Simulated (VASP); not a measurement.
A run of VASP 6.6.1:

INCAR

```
SYSTEM = Co
  PREC = Accurate
  ENCUT = 600
  EDIFF = 1E-6
  ISMEAR = -1
  SIGMA = 0.05
  LREAL = .False.
  LASPH = .True.
  NELM = 150
  ALGO = Normal
  ISIF = 3
  LWAVE = .False.
  LCHARG = .False.
  ISPIN = 2
  MAGMOM = 2 2
  LORBIT = 11
  LMAXMIX = 4
  GGA = PS
  IBRION = 2
  NSW = 60
  EDIFFG = -0.01
```

KPOINTS

```
regular mesh
0
Gamma
  12 12 7
  0 0 0
```

Contents of POSCAR:

```
Co
1.0
    2.4873648738      0.0000000000      0.0000000000
   -1.2436824369      2.1541211692      0.0000000000
    0.0000000000      0.0000000000      4.0632895034
Co
2
Direct
    0.3333333333      0.6666666667      0.7401390000
    0.6666666667      0.3333333333      0.2598610000
```

Potentials or basis: VASP PAW PBE potentials, release 64 (Co).

Launch:

```bash
$ cat potpaw_PBE.64/Co/POTCAR > POTCAR
$ mpirun -np 1 vasp_std > vasp.out
```

Hardware: 1 thread of Intel(R) Xeon(R) Platinum 8175M CPU @ 2.50GHz (Skylake/Cascade Lake) (shared host).

How long does it take, and how much memory?

Run time: 8.3 min on 1 thread of Intel(R) Xeon(R) Platinum 8175M CPU @ 2.50GHz (Skylake/Cascade Lake), with other jobs on the host, peak memory 0.2 GiB. Counts: scf iterations 80, k points 112, ion steps 13.
